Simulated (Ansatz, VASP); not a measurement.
**One calculation of Co, two programs**

```
Co
1.0
     2.38799    0.00000    0.00000
    -1.19399    2.06806    0.00000
     0.00000    0.00000    2.23127
Co
1
Direct
  0.00000 0.00000 0.00000
```

Alike in both runs: task single point; functional r2SCAN; k mesh 9 × 9 × 8; occupations gaussian, width 0.1 eV; collinear spin.

|  | VASP | Ansatz |
| --- | --- | --- |
| version | VASP 6.6.1 | Ansatz 0.2.0 |
| potentials or method | VASP PAW PBE potentials, release 64 (Co_sv), cutoff 760 eV | scalar-relativistic, plane waves, PAW |
| valence electrons in the cell | 17 | 17 |

Ansatz gave:

* gap on the k mesh at the Fermi level (eV): none
* pressure (GPa): 15.1
* traceless stress, the component that is largest in VASP (GPa): 3.53
* net moment per atom (μB): 1.93
* size of the moment on the site where the two differ most (μB): 1.98

**Question.** What did VASP give for the same quantities?

**Answer.** gap on the k mesh at the Fermi level (eV): none; pressure (GPa): 14.5; traceless stress, the component that is largest in VASP (GPa): 3.97; net moment per atom (μB): 1.93; size of the moment on the site where the two differ most (μB): 1.98.

VASP's potentials were made for PBE, not for r2SCAN. Site moments also hang on the region over which each program counts them. A gap of «none» marks a metal or a gap that the smearing closes. With one functional, cell and mesh, what is left measures potentials, basis and numerics. Ansatz's warnings: stability check not made.
